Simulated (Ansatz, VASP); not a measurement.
## SiC: VASP beside Ansatz

```
Si C
1.0
     0.00000    2.25140    2.25140
     2.18986    0.06154    2.18986
     2.18986    2.18986    0.06154
Si C
1 1
Direct
  0.00000 0.00000 0.00000
  0.75000 0.75000 0.75000
```

Change from the starting cell: strain +0.0562 x Voigt [0, 0, 0, 1, 0, 0], atoms carried along.

Alike in both runs: task single point; functional PBE; k mesh 10 × 10 × 10; occupations gaussian, width 0.05 eV; no spin polarisation.

|  | VASP | Ansatz |
| --- | --- | --- |
| version | VASP 6.6.1 | Ansatz 0.2.0 |
| potentials or method | VASP PAW PBE potentials, release 64 (Si, C), cutoff 520 eV | scalar-relativistic, plane waves, PAW |
| valence electrons in the cell | 8 | 8 |

```tsv
	VASP	Ansatz	Ansatz less VASP
gap on the k mesh at the Fermi level (eV)	1.09	1.09	+0.005
least direct gap on the mesh (eV)	3.97	3.97	+0.006
pressure (GPa)	0.8	0.9	+0.05
traceless stress, the component that is largest in VASP (GPa)	-14.89	-14.83	+0.060
rms of the force components (eV/Å)	0.248	0.248	+0.0003
```

Atom by atom the forces differ by 0.000 eV/Å (rms over components). With one functional, cell and mesh, what is left measures potentials, basis and numerics.
